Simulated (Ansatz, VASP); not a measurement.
**BN in VASP and in Ansatz**

Contents of POSCAR:

```
BN
1.0
   -2.5539396017      0.0000000000      0.0000000000
   -1.2769698008     -2.2117765748      0.0000000000
   -0.2553939602      0.0000000000     12.6805650000
B N
6 6
Direct
    0.6437625333      0.6666666667      0.2290413333
    0.6104292000      0.6666666667      0.5623746667
    0.5770958667      0.6666666667      0.8957080000
    0.3270958667      0.3333333333      0.0623746667
    0.2937625333      0.3333333333      0.3957080000
    0.2604292000      0.3333333333      0.7290413333
    0.6562441333      0.6666666667      0.1042253333
    0.6229108000      0.6666666667      0.4375586667
    0.5895774667      0.6666666667      0.7708920000
    0.2395774667      0.3333333333      0.9375586667
    0.3062441333      0.3333333333      0.2708920000
    0.2729108000      0.3333333333      0.6042253333
```

File INCAR.step1:

```
SYSTEM = BN
ALGO = Normal
EDIFF = 1E-4
ENCUT = 520
GGA = PE
ISMEAR = 0
LASPH = .True.
LCHARG = .False.
LREAL = .False.
LWAVE = .True.
NBANDS = 36
NELM = 60
PREC = Accurate
SIGMA = 0.05
```

File INCAR.step2:

```
SYSTEM = BN
ALGO = Normal
EDIFF = 1E-7
ENCUT = 520
ISIF = 2
ISMEAR = 0
ISTART = 1
LASPH = .True.
LCHARG = .True.
LELF = .True.
LMIXTAU = .True.
LREAL = .False.
LVHAR = .True.
LWAVE = .False.
METAGGA = R2SCAN
NBANDS = 36
NELM = 60
PREC = Accurate
SIGMA = 0.05
```

Contents of KPOINTS:

```
k-points
0
Gamma
  10 10 2
  0 0 0
```

Input for Ansatz:

```yaml
crystal:
  lattice:
    - [-2.5539396017, 0.0, 0.0]
    - [-1.2769698008, -2.2117765748, 0.0]
    - [-0.2553939602, 0.0, 12.680565]
  atoms:
    - { symbol: B, position: [0.6437625333, 0.6666666667, 0.2290413333] }
    - { symbol: B, position: [0.6104292, 0.6666666667, 0.5623746667] }
    - { symbol: B, position: [0.5770958667, 0.6666666667, 0.895708] }
    - { symbol: B, position: [0.3270958667, 0.3333333333, 0.0623746667] }
    - { symbol: B, position: [0.2937625333, 0.3333333333, 0.395708] }
    - { symbol: B, position: [0.2604292, 0.3333333333, 0.7290413333] }
    - { symbol: "N", position: [0.6562441333, 0.6666666667, 0.1042253333] }
    - { symbol: "N", position: [0.6229108, 0.6666666667, 0.4375586667] }
    - { symbol: "N", position: [0.5895774667, 0.6666666667, 0.770892] }
    - { symbol: "N", position: [0.2395774667, 0.3333333333, 0.9375586667] }
    - { symbol: "N", position: [0.3062441333, 0.3333333333, 0.270892] }
    - { symbol: "N", position: [0.2729108, 0.3333333333, 0.6042253333] }
basis:
  ecutwfc: 500
kpoints:
  mp_grid: { grid: [10, 10, 2] }
hamiltonian:
  xc: r2scan
scf:
  occupations: { method: gaussian, width: 0.05 }
output:
  forces: true
  stress: true
  eigenvalues: true
```

Alike in both runs: task single point; functional r2SCAN; k mesh 10 × 10 × 2; occupations gaussian, width 0.05 eV; no spin polarisation.

```csv
,VASP,Ansatz
version,VASP 6.6.1,Ansatz 0.2.0
potentials or method,"VASP PAW PBE potentials, release 64 (B, N), cutoff 520 eV","scalar-relativistic, plane waves, PAW"
valence electrons in the cell,48,48
```

Ansatz gave:

- gap on the k mesh at the Fermi level (eV): 5.83
- least direct gap on the mesh (eV): 8.67
- pressure (GPa): -4.8
- traceless stress, the component that is largest in VASP (GPa): 6.63
- rms of the force components (eV/Å): 0.324

Task: Which values does VASP return?

Result: gap on the k mesh at the Fermi level (eV): 5.80; least direct gap on the mesh (eV): 8.66; pressure (GPa): -3.7; traceless stress, the component that is largest in VASP (GPa): 6.61; rms of the force components (eV/Å): 0.322.

VASP's potentials were made for PBE, not for r2SCAN. Atom by atom the forces differ by 0.003 eV/Å (rms over components).
